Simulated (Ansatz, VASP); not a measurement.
# Two plane-wave programs on GaN

```xyz
2
Lattice="0.0000 2.2278 2.2278 2.2278 0.0000 2.2278 2.2278 2.2278 0.0000" Properties=species:S:1:pos:R:3 pbc="T T T"
Ga    0.0000    0.0000    0.0000
N     3.3417    3.3417    3.3417
```

Alike in both runs: task single point; functional PBE; k mesh 10 × 10 × 10; occupations gaussian, width 0.02 eV; no spin polarisation.

```csv
,VASP,Ansatz
version,VASP 6.6.1,Ansatz 0.2.0
potentials or method,"VASP PAW PBE potentials, release 64 (Ga_d, N), cutoff 520 eV","scalar-relativistic, plane waves, PAW"
valence electrons in the cell,18,18
```

Ansatz gave:

* gap on the k mesh at the Fermi level (eV): 1.94
* least direct gap on the mesh (eV): 1.94
* pressure (GPa): 12.2

Question: What did VASP give for the same quantities?

Answer: gap on the k mesh at the Fermi level (eV): 1.95; least direct gap on the mesh (eV): 1.95; pressure (GPa): 12.2.

The functional is the same, so the differences come from potentials, cutoffs and numerics.
